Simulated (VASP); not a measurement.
# Nb (Im-3m) in VASP: notebook, part 2 of 2

VASP 6.6.1. Earlier steps stand in the parts before.

## Step 4: Single point, PBEsol

This run uses another cell than the first one, of 16.58 Å³/atom, 0.944 times its volume.

INCAR

```
SYSTEM = Nb
PREC     = Accurate       ! precision mode
ENCUT    = 520            ! plane-wave cutoff, eV
EDIFF    = 1E-7           ! SCF threshold, eV
ISMEAR   = 0              ! smearing method
SIGMA    = 0.05           ! smearing width, eV
LREAL    = .False.        ! projectors in reciprocal space
LASPH    = .True.         ! aspherical terms in the spheres
NELM     = 60             ! most SCF steps
ALGO     = Normal         ! electronic algorithm
ISIF     = 2              ! what is computed and relaxed
LWAVE    = .False.        ! write WAVECAR
LCHARG   = .False.        ! write CHGCAR
GGA      = PS             ! functional
NBANDS   = 12             ! bands
```

KPOINTS

```
Automatic mesh
0
Gamma
  7 7 7
  0 0 0
```

POSCAR

```
Nb
1.0
    1.6063849663      1.6063849663      1.6063849663
   -1.6063849663      1.6063849663      1.6063849663
   -1.6063849663     -1.6063849663      1.6063849663
Nb
1
Direct
    0.0000000000      0.0000000000      0.0000000000
```

Potentials or basis: VASP PAW PBE potentials, release 64 (Nb_sv).

Command:

```sh
cat potpaw_PBE.64/Nb_sv/POTCAR > POTCAR
mpirun -np 1 vasp_std > vasp.out
```

OUTCAR:

```text
SYSTEM = Nb
   PREC = Accurate
   ENCUT = 520
   EDIFF = 1E-7
   ISMEAR = 0
   LREAL = .False.
   LASPH = .True.
   NELM = 60
   ISIF = 2
   GGA = PS

 ion  position               nearest neighbor table
   1  0.000  0.000  0.000-

  LATTYP: Found a body centered cubic cell.
 ALAT       =     3.2127699326

  Lattice vectors:

 A1 = (   1.6063849663,  -1.6063849663,  -1.6063849663)
 A2 = (   1.6063849663,   1.6063849663,   1.6063849663)
 A3 = (  -1.6063849663,  -1.6063849663,   1.6063849663)

Analysis of symmetry for initial positions (statically):
=====================================================================
 Subroutine PRICEL returns:
 Original cell was already a primitive cell.

 Routine SETGRP: Setting up the symmetry group for a
 body centered cubic supercell.

 Subroutine GETGRP returns: Found 48 space group operations
 (whereof 48 operations were pure point group operations)
 out of a pool of 48 trial point group operations.

The static configuration has the point symmetry O_h .

Analysis of symmetry for dynamics (positions and initial velocities):
=====================================================================
 Subroutine PRICEL returns:
 Original cell was already a primitive cell.

 Routine SETGRP: Setting up the symmetry group for a
 body centered cubic supercell.

 Subroutine GETGRP returns: Found 48 space group operations
 (whereof 48 operations were pure point group operations)
 out of a pool of 48 trial point group operations.

The dynamic configuration has the point symmetry O_h .

 Subroutine INISYM returns: Found 48 space group operations
 (whereof 48 operations are pure point group operations),
 and found     1 'primitive' translations

----------------------------------------------------------------------------------------

                                     Primitive cell

  volume of cell :      16.5809

  direct lattice vectors                    reciprocal lattice vectors
     1.606384966  1.606384966  1.606384966     0.311257893  0.000000000  0.311257893
    -1.606384966  1.606384966  1.606384966    -0.311257893  0.311257893  0.000000000
    -1.606384966 -1.606384966  1.606384966     0.000000000 -0.311257893  0.311257893

  length of vectors
     2.782340378  2.782340378  2.782340378     0.440185134  0.440185134  0.440185134

  position of ions in fractional coordinates (direct lattice)
     0.000000000  0.000000000  0.000000000

  ion indices of the primitive-cell ions
   primitive index   ion index
                 1           1

----------------------------------------------------------------------------------------

 KPOINTS: Automatic mesh

Automatic generation of k-mesh.
 Grid dimensions read from file:
 generate k-points for:    7    7    7

 Generating k-lattice:

  Cartesian coordinates                     Fractional coordinates (reciprocal lattice)
     0.044465413  0.000000000  0.044465413     0.142857143  0.000000000  0.000000000
    -0.044465413  0.044465413  0.000000000     0.000000000  0.142857143  0.000000000
     0.000000000 -0.044465413  0.044465413     0.000000000  0.000000000  0.142857143

  Length of vectors
     0.062883591  0.062883591  0.062883591

  Shift w.r.t. Gamma in fractional coordinates (k-lattice)
     0.000000000  0.000000000  0.000000000

 Subroutine IBZKPT returns following result:
 ===========================================

 Found     20 irreducible k-points:

 Following reciprocal coordinates:
            Coordinates               Weight
  0.000000  0.000000  0.000000      1.000000
  0.142857  0.000000  0.000000     12.000000
  0.285714  0.000000  0.000000     12.000000
  0.428571  0.000000  0.000000     12.000000
  0.285714  0.142857 -0.000000     24.000000
  0.428571  0.142857  0.000000     48.000000
[... 12 lines left out ...]
 -0.428571  0.428571  0.285714      8.000000
  0.428571  0.428571  0.428571      6.000000
   k-points           NKPTS =     20   k-points in BZ     NKDIM =     20   number of bands    NBANDS=     12
   number of dos      NEDOS =    301   number of ions     NIONS =      1
   total plane-waves  NPLWV =  13824
   dimension x,y,z NGX =    24 NGY =   24 NGZ =   24
   dimension x,y,z NGXF=    48 NGYF=   48 NGZF=   48
   ions per type =               1
   NGX,Y,Z   is equivalent  to a cutoff of  14.34, 14.34, 14.34 a.u.
   NGXF,Y,Z  is equivalent  to a cutoff of  28.68, 28.68, 28.68 a.u.
 SYSTEM =  Nb
   PREC   = accura    normal or accurate (medium, high low for compatibility)
   ISTART =      0    job   : 0-new  1-cont  2-samecut
   ICHARG =      2    charge: 1-file 2-atom 10-const
   ISPIN  =      1    spin polarized calculation?
   LNONCOLLINEAR =      F non collinear calculations
   LSORBIT =      F    spin-orbit coupling
   LASPH  =      T    aspherical Exc in radial PAW
   ENCUT  =  520.0 eV  38.22 Ry    6.18 a.u.   5.17  5.17  5.17*2*pi/ulx,y,z
   NELM   =     60;   NELMIN=  2; NELMDL= -5     # of ELM steps
   EDIFF  = 0.1E-06   stopping-criterion for ELM
   LREAL  =      F    real-space projection
   EDIFFG = 0.1E-05   stopping-criterion for IOM
   NSW    =      0    number of steps for IOM
   IBRION =     -1    ionic relax: 0-MD 1-quasi-New 2-CG
   NFREE  =      0    steps in history (QN), initial steepest desc. (CG)
   ISIF   =      2    stress and relaxation
   ISYM   =      2    0-nonsym 1-usesym 2-fastsym
   POTIM  = 0.5000    time-step for ionic-motion
   TEBEG  =    0.0;   TEEND  =   0.0 temperature during run
   PSTRESS=    0.0 pullay stress
   NELECT =      13.0000    total number of electrons
   NUPDOWN=      -1.0000    fix difference up-down
   EMIN   =  10.00;   EMAX   =-10.00  energy-range for DOS
   EFERMI =   0.00;   METHOD = LEGACY
   ISMEAR =     0;   SIGMA  =   0.05  broadening in eV -4-tet -1-fermi 0-gaus
   EFERMI_NEDOS =   21; number of points for ismear=-14 and -15
   IALGO  =     38    algorithm
   IMIX   =      4    mixing-type and parameters
     AMIX     =   0.40;   BMIX     =  1.00
     AMIX_MAG =   1.60;   BMIX_MAG =  1.00
  volume/ion in A,a.u.               =      16.58       111.89
  Fermi-wavevector in a.u.,A,eV,Ry     =   1.509569  2.852672 31.004939  2.278799
  Thomas-Fermi vector in A             =   2.619874
   LORBIT       =      0    0 simple, 1 ext, 2 COOP (PROOUT), +10 PAW based schemes
   GGA     = PS    functional components
   LHFCALC =     F    Hartree Fock is set to
   AEXX    =    0.0000 exact exchange contribution
   IVDW    =     0    specifies the selected vdW correction
   LEPSILON=     F    determine dielectric tensor
   LRPA    =     F    only Hartree local field effects (RPA)
 non-spin polarized calculation
 Gauss-broadening in eV      SIGMA  =   0.05
  energy-cutoff  :      520.00
  volume of cell :       16.58
 maximum number of plane-waves:       460
 NGX is ok and might be reduce to    24
   NGX = 11   NGY = 11   NGZ = 11

 number of electron      12.9999999 magnetization

 Free energy of the ion-electron system (eV)
  ---------------------------------------------------
  ext. energy  EPLUGINS =         0.00000000
  ---------------------------------------------------
  free energy    TOTEN  =       -10.89678250 eV

  energy without entropy =      -10.88985198  energy(sigma->0) =      -10.89331724

 E-fermi :  12.2643     XC(G=0): -13.0630

 val. band max:       12.2452622158   @ k =   0.4286   0.2857   0.1429
 cond. band min:      12.2680458619   @ k =   0.4286   0.1429   0.0000
 fundamental gap:      0.0227836461
 Fermi energy:        12.2643049712

 k-point     1 :       0.0000    0.0000    0.0000
  band No.  band energies     occupation
      1     -41.9323      2.00000
      2     -17.0431      2.00000
      3     -17.0431      2.00000
      4     -17.0431      2.00000
      5       6.1377      2.00000
      6      12.5776      0.00000
      7      12.5776      0.00000
      8      12.5776      0.00000
      9      15.7744      0.00000
     10      15.7744      0.00000
     11      26.6692      0.00000
     12      26.6692      0.00000
[... 271 lines left out ...]
 k-point    20 :       0.4286    0.4286    0.4286
  band No.  band energies     occupation
      1     -41.3756      2.00000
      2     -18.2441      2.00000
      3     -18.1754      2.00000
      4     -18.1754      2.00000
      5       8.2418      2.00000
      6       8.4118      2.00000
      7      17.0765      0.00000
      8      17.0765      0.00000
      9      18.0276      0.00000
     10      21.0200      0.00000
     11      23.9173      0.00000
     12      23.9173      0.00000

------------------------ aborting loop because EDIFF is reached ----------------------------------------

  FORCE on cell =-STRESS in cart. coord.  units (eV):
  Direction    XX          YY          ZZ          XY          YZ          ZX
  --------------------------------------------------------------------------------------
  -------------------------------------------------------------------------------------
  Total        0.9894453      0.9894453      0.9894453     -0.0000000     -0.0000000     -0.0000000
  in kB       95.6078337     95.6078337     95.6078337     -0.0000000     -0.0000000     -0.0000000
  external PRESSURE =      95.6078337 kB  Pullay stress =       0.0000000 kB

 VOLUME and BASIS-vectors are now :
 -----------------------------------------------------------------------------
  energy-cutoff  :      520.00
  volume of cell :       16.58
      direct lattice vectors                 reciprocal lattice vectors
     1.606384966  1.606384966  1.606384966     0.311257893  0.000000000  0.311257893
    -1.606384966  1.606384966  1.606384966    -0.311257893  0.311257893  0.000000000
    -1.606384966 -1.606384966  1.606384966     0.000000000 -0.311257893  0.311257893

 POSITION                                       TOTAL-FORCE (eV/Angst)
 -----------------------------------------------------------------------------------
      0.00000      0.00000      0.00000         0.000000      0.000000      0.000000
 -----------------------------------------------------------------------------------
    total drift:                                0.000000     -0.000000     -0.000000

  FREE ENERGIE OF THE ION-ELECTRON SYSTEM (eV)
  ---------------------------------------------------
  free  energy   TOTEN  =       -10.8967825006 eV

  energy  without entropy=      -10.8898519825  energy(sigma->0) =      -10.89331724
```

It took 5.1 s on 1 thread of AMD EPYC 7R13 (Zen 3), shared host; peak memory 0.11 GiB.

What came out:

```
Free energy : -10.8968 eV
Pressure    : 9.6 GPa
```

Caveat: the k points lie up to 0.40 Å⁻¹ apart; the PAW data sets were made with another functional, which shifts forces and pressure a little.

## Step 5: Single point, PBEsol

This run uses another cell than the first one, of 15.79 Å³/atom, 0.899 times its volume.

INCAR

```
SYSTEM = Nb
PREC = Accurate
ENCUT = 520
EDIFF = 1E-6
ISMEAR = 0
SIGMA = 0.05
LREAL = .False.
LASPH = .True.
NELM = 60
ALGO = Normal
ISIF = 2
LWAVE = .False.
LCHARG = .False.
GGA = PS
NBANDS = 12
```

KPOINTS is that of step 4.

POSCAR

```
Nb
1.0
    1.5805752324      1.5805752324      1.5805752324
   -1.5805752324      1.5805752324      1.5805752324
   -1.5805752324     -1.5805752324      1.5805752324
Nb
1
Direct
    0.0000000000      0.0000000000      0.0000000000
```

Potentials or basis: VASP PAW PBE potentials, release 64 (Nb_sv).

Command:

```sh
cat potpaw_PBE.64/Nb_sv/POTCAR > POTCAR
mpirun -np 1 vasp_std > vasp.out
```

OUTCAR:

```text
SYSTEM = Nb
   PREC = Accurate
   ENCUT = 520
   EDIFF = 1E-6
   ISMEAR = 0
   LREAL = .False.
   LASPH = .True.
   NELM = 60
   ISIF = 2
   GGA = PS

 ion  position               nearest neighbor table
   1  0.000  0.000  0.000-

  LATTYP: Found a body centered cubic cell.
 ALAT       =     3.1611504648

  Lattice vectors:

 A1 = (   1.5805752324,  -1.5805752324,  -1.5805752324)
 A2 = (   1.5805752324,   1.5805752324,   1.5805752324)
 A3 = (  -1.5805752324,  -1.5805752324,   1.5805752324)

Analysis of symmetry for initial positions (statically):
=====================================================================
 Subroutine PRICEL returns:
 Original cell was already a primitive cell.

 Routine SETGRP: Setting up the symmetry group for a
 body centered cubic supercell.

 Subroutine GETGRP returns: Found 48 space group operations
 (whereof 48 operations were pure point group operations)
 out of a pool of 48 trial point group operations.

The static configuration has the point symmetry O_h .

Analysis of symmetry for dynamics (positions and initial velocities):
=====================================================================
 Subroutine PRICEL returns:
 Original cell was already a primitive cell.

 Routine SETGRP: Setting up the symmetry group for a
 body centered cubic supercell.

 Subroutine GETGRP returns: Found 48 space group operations
 (whereof 48 operations were pure point group operations)
 out of a pool of 48 trial point group operations.

The dynamic configuration has the point symmetry O_h .

 Subroutine INISYM returns: Found 48 space group operations
 (whereof 48 operations are pure point group operations),
 and found     1 'primitive' translations

----------------------------------------------------------------------------------------

                                     Primitive cell

  volume of cell :      15.7945

  direct lattice vectors                    reciprocal lattice vectors
     1.580575232  1.580575232  1.580575232     0.316340526  0.000000000  0.316340526
    -1.580575232  1.580575232  1.580575232    -0.316340526  0.316340526  0.000000000
[... 107 lines left out ...]
   LEPSILON=     F    determine dielectric tensor
   LRPA    =     F    only Hartree local field effects (RPA)
 non-spin polarized calculation
 Gauss-broadening in eV      SIGMA  =   0.05
  energy-cutoff  :      520.00
  volume of cell :       15.79
 maximum number of plane-waves:       438
   NGX = 11   NGY = 11   NGZ = 11

 number of electron      13.0000002 magnetization

 Free energy of the ion-electron system (eV)
  ---------------------------------------------------
  ext. energy  EPLUGINS =         0.00000000
  ---------------------------------------------------
  free energy    TOTEN  =       -10.82511667 eV

  energy without entropy =      -10.82046713  energy(sigma->0) =      -10.82279190

 E-fermi :  13.0810     XC(G=0): -13.3214

 val. band max:       12.9764155036   @ k =   0.4286   0.2857   0.1429
 cond. band min:      13.0843041020   @ k =   0.1429   0.0000   0.0000
 fundamental gap:      0.1078885984
 Fermi energy:        13.0810356508

 k-point     1 :       0.0000    0.0000    0.0000
  band No.  band energies     occupation
      1     -41.1452      2.00000
      2     -16.1079      2.00000
      3     -16.1079      2.00000
      4     -16.1079      2.00000
      5       6.8299      2.00000
      6      13.3011      0.00000
      7      13.3011      0.00000
      8      13.3011      0.00000
      9      16.6711      0.00000
     10      16.6711      0.00000
     11      27.5275      0.00000
     12      27.5275      0.00000
[... 271 lines left out ...]
 k-point    20 :       0.4286    0.4286    0.4286
  band No.  band energies     occupation
      1     -40.4752      2.00000
      2     -17.4897      2.00000
      3     -17.4087      2.00000
      4     -17.4087      2.00000
      5       8.6708      2.00000
      6       8.8718      2.00000
      7      18.1002      0.00000
      8      18.1002      0.00000
      9      19.1076      0.00000
     10      22.2289      0.00000
     11      25.2482      0.00000
     12      25.2482      0.00000

------------------------ aborting loop because EDIFF is reached ----------------------------------------

  FORCE on cell =-STRESS in cart. coord.  units (eV):
  Direction    XX          YY          ZZ          XY          YZ          ZX
  --------------------------------------------------------------------------------------
  -------------------------------------------------------------------------------------
  Total        1.9300397      1.9300397      1.9300397      0.0000000     -0.0000000      0.0000000
  in kB      195.7813503    195.7813503    195.7813503      0.0000000     -0.0000000      0.0000000
  external PRESSURE =     195.7813503 kB  Pullay stress =       0.0000000 kB

 VOLUME and BASIS-vectors are now :
 -----------------------------------------------------------------------------
  energy-cutoff  :      520.00
  volume of cell :       15.79
      direct lattice vectors                 reciprocal lattice vectors
     1.580575232  1.580575232  1.580575232     0.316340526  0.000000000  0.316340526
    -1.580575232  1.580575232  1.580575232    -0.316340526  0.316340526  0.000000000
    -1.580575232 -1.580575232  1.580575232     0.000000000 -0.316340526  0.316340526

 POSITION                                       TOTAL-FORCE (eV/Angst)
 -----------------------------------------------------------------------------------
      0.00000      0.00000      0.00000         0.000000      0.000000     -0.000000
 -----------------------------------------------------------------------------------
    total drift:                               -0.000000     -0.000000     -0.000000

  FREE ENERGIE OF THE ION-ELECTRON SYSTEM (eV)
  ---------------------------------------------------
  free  energy   TOTEN  =       -10.8251166718 eV

  energy  without entropy=      -10.8204671311  energy(sigma->0) =      -10.82279190
```

stdout:

```text
POSCAR found type information on POSCAR Nb
 POSCAR found :  1 types and       1 ions
 scaLAPACK will be used
 -----------------------------------------------------------------------------
|                                                                             |
|                                                                             |
|     You enforced a specific xc type in the INCAR file but a different       |
|     I HOPE YOU KNOW WHAT YOU ARE DOING!                                     |
|                                                                             |
 -----------------------------------------------------------------------------

 LDA part: xc-table for (Slater+PW92), standard interpolation
 POSCAR, INCAR and KPOINTS ok, starting setup
 FFT: planning ... GRIDC
 FFT: planning ... GRID_SOFT
 FFT: planning ... GRID
 WAVECAR not read
 entering main loop
```

It took 3.3 s on 1 thread of AMD EPYC 7R13 (Zen 3), shared host; peak memory 0.09 GiB.

What came out:

```
Free energy : -10.8251 eV
Pressure    : 19.6 GPa
```

Levels at points of the mesh, in eV from the Fermi level:
```
           k point  band 3  band 4  band 5  band 6  band 7  band 8  band 9  band 10
(0.00, 0.00, 0.00)  -29.19  -29.19   -6.25    0.22    0.22    0.22    3.59     3.59
```

Caveat: the k points lie up to 0.40 Å⁻¹ apart; the PAW data sets were made with another functional, which shifts forces and pressure a little.

## Step 6: The runs side by side

| cell | gap on the mesh (eV) | pressure (GPa) |
| --- | --- | --- |
| a = 2.836 Å, angles 70.5, 109.5, 70.5°, 1 atom | none | -0.5 |
| a = 2.809 Å, angles 70.5, 109.5, 70.5°, 1 atom | none | 4.6 |
| a = 2.782 Å, angles 70.5, 109.5, 70.5°, 1 atom | none | 9.6 |
| a = 2.738 Å, angles 70.5, 109.5, 70.5°, 1 atom | none | 19.6 |

Alike in all rows: task single point; level PBEsol; potentials or basis VASP PAW PBE potentials, release 64 (Nb_sv); no spin polarisation; k mesh 7 × 7 × 7; cutoff (eV) 520; smearing gaussian 0.05 eV.

Caveats: all runs use coarse meshes; the PAW data sets were made with another functional, which shifts forces and pressure a little.

Absolute energies hang on the potentials; compare differences alone.
